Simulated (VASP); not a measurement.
Write the native input for VASP 6.6.1 that does the following.

```yaml
Task: single point
Functional: LDA
Potentials_or_basis: VASP PAW LDA potentials, release 64 (K_sv, Li_sv, Pd, F)
Cutoff: 520 eV
k_mesh: 2 × 2 × 1
Occupations: fermi-dirac, width 0.05 eV
Spin: no spin polarisation
Dipole_correction: no
Further_INCAR_settings: LREAL = Auto; ALGO = Normal; EDIFF = 1e-06; NBANDS = 89
```

The structure of K2LiPdF6 lies in POSCAR:

```
K2LiPdF6
1.0
    5.8001180000      0.0000000000      0.0000000000
    0.0000000000      5.8001180000      0.0000000000
    0.0000000000      0.0000000000      8.4581940000
K Li Pd F
4 2 2 12
Direct
    0.0000000000      0.5000070688      0.2500060888
    0.5000070688      0.0000000000      0.2500060888
    0.5000070688      0.0000000000      0.7499946206
    0.0000000000      0.5000070688      0.7499946206
    0.0000000000      0.0000000000      0.5000003547
    0.5000070688      0.5000070688      0.0000000000
    0.0000000000      0.0000000000      0.0000000000
    0.5000070688      0.5000070688      0.5000003547
    0.2357710653      0.2357710653      0.0000000000
    0.2642187624      0.2642187624      0.5000003547
    0.2642187624      0.7357781342      0.5000003547
    0.7357781342      0.2642187624      0.5000003547
    0.0000000000      0.0000000000      0.2513538942
    0.0000000000      0.0000000000      0.7486468151
    0.7357781342      0.7357781342      0.5000003547
    0.7642258313      0.7642258313      0.0000000000
    0.7642258313      0.2357710653      0.0000000000
    0.2357710653      0.7642258313      0.0000000000
    0.5000070688      0.5000070688      0.7513542489
    0.5000070688      0.5000070688      0.2486464605
```

One way to write it, as run:

INCAR

```
  PREC = Accurate
  ENCUT = 520
  EDIFF = 1E-6
  ISMEAR = -1
  SIGMA = 0.05
  LREAL = Auto
  LASPH = T
  NELM = 100
  ALGO = Normal
  ISIF = 2
  LWAVE = F
  LCHARG = F
  GGA = CA
  NBANDS = 89
```

KPOINTS

```
Automatic mesh
0
Gamma
  2 2 1
```

Potentials or basis: VASP PAW LDA potentials, release 64 (K_sv, Li_sv, Pd, F).

The run is started by

```console
$ cat potpaw_LDA.64/K_sv/POTCAR potpaw_LDA.64/Li_sv/POTCAR potpaw_LDA.64/Pd/POTCAR potpaw_LDA.64/F/POTCAR > POTCAR
$ mpirun -np 1 vasp_std > vasp.out
```

It gave:

| Item | Value |
| --- | --- |
| Largest force | 0.708 eV/Å |
| Band gap on the k mesh | zero (band 73 reaches 1.01 eV, above the bottom of band 74 at 0.94 eV) |

Caveat: the k points lie up to 0.74 Å⁻¹ apart.

Wall time 2.9 min on 1 thread of Intel(R) Xeon(R) Platinum 8488C (Sapphire Rapids) (shared host), peak memory 0.32 GiB.
